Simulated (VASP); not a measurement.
**Tc: single point with PBEsol**

The system is Tc.

```
CELL_PARAMETERS angstrom
2.74000 0.00000 0.00000
-1.37000 2.37291 0.00000
0.00000 0.00000 4.39800
ATOMIC_POSITIONS crystal
Tc 0.66667 0.33333 0.75000
Tc 0.33333 0.66667 0.25000
```

```
Program             : VASP 6.6.1
Task                : single point
Functional          : PBEsol
Potentials or basis : VASP PAW PBE potentials, release 64 (Tc_pv)
Cutoff              : 520 eV
k mesh              : 8 × 8 × 4
Occupations         : fermi-dirac, width 0.05 eV
Spin                : non-collinear spin, zero start, spin-orbit coupling
Starting moments    : [[0.0, 0.0, 0.0], [0.0, 0.0, 0.0]] μB
```

| Quantity | Value |
| --- | --- |
| Pressure | -7.7 GPa |
| Net moment | 0.00 μB per cell |
| Valence electrons inside the program's atomic spheres | Tc 12.10 |

Stress tensor (GPa, compression positive):
```
-7.14  0.00  0.00
 0.00 -7.14  0.00
 0.00  0.00 -8.93
```

Moments on the atoms (μB; x, y, z):
```
Tc  0.00 0.00 0.00
Tc  0.00 0.00 0.00
```

Run time: 24 s on 1 thread of Intel(R) Xeon(R) 6975P-C (Granite Rapids) (shared host), peak memory 0.22 GiB.

Caveat: the PAW data sets were made with another functional, which shifts forces and pressure a little.
